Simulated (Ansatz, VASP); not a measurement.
## In in VASP and in Ansatz

```
CELL_PARAMETERS angstrom
0.00000 3.28471 3.28471
3.28471 0.00000 3.28471
3.28471 3.28471 0.00000
ATOMIC_POSITIONS crystal
In 0.50000 0.50000 0.50000
In 0.75000 0.75000 0.75000
```

Alike in both runs: functional PBEsol; k mesh 6 × 6 × 6; occupations gaussian, width 0.1 eV; no spin polarisation.

Ansatz relaxed the structure, and its values are those at the end. VASP's run is a single point on that final structure, the one shown.

|  | VASP | Ansatz |
| --- | --- | --- |
| version | VASP 6.6.1 | Ansatz 0.2.0 |
| potentials or method | VASP PAW PBE potentials, release 64 (In_d), cutoff 520 eV | scalar-relativistic, plane waves, PAW |
| valence electrons in the cell | 26 | 26 |

```csv
,VASP,Ansatz,Ansatz less VASP
gap on the k mesh at the Fermi level (eV),none,none,-
pressure (GPa),0.2,0.3,+0.01
```

VASP's potentials were made for PBE, not for PBEsol. A gap of «none» marks a metal or a gap that the smearing closes.
